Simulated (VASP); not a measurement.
A run of VASP 6.6.1:

INCAR

```
ALGO = Normal ; EDIFF = 1E-7
EDIFFG = -0.002 ; ENCUT = 600
GGA_COMPAT = False ; IBRION = 2
ISIF = 3 ; ISMEAR = 0
LASPH = True ; LCHARG = False
LREAL = False ; LWAVE = False
NELM = 120 ; NELMIN = 4
NSW = 100 ; PREC = Accurate
SIGMA = 0.02
```

KPOINTS

```
k-points
0
Gamma
  6 6 4
```

The input POSCAR:

```
MgO
1.0
    3.3077869900      0.0000000000      0.0000000000
   -1.6538934900      2.8646275600      0.0000000000
    0.0000000000      0.0000000000      4.9828816700
Mg O
2 2
Direct
    0.3333333300      0.6666666700      0.0021597400
    0.6666666700      0.3333333300      0.5021597400
    0.3333333300      0.6666666700      0.4024402600
    0.6666666700      0.3333333300      0.9024402600
```

Potentials or basis: VASP PAW LDA potentials, release 64 (Mg, O).

Launch:

```bash
$ cat potpaw_LDA.64/Mg/POTCAR potpaw_LDA.64/O/POTCAR > POTCAR
$ mpirun -np 1 vasp_std > vasp.out
```

Hardware: 1 thread of Intel(R) Xeon(R) Platinum 8488C (Sapphire Rapids), with other jobs on the host.

Problem. Estimate the wall time of this run.

Solution. Run time: 2.6 min on 1 thread of Intel(R) Xeon(R) Platinum 8488C (Sapphire Rapids), with other jobs on the host, peak memory 0.17 GiB. Counts: scf iterations 256, k points 21, ion steps 39.
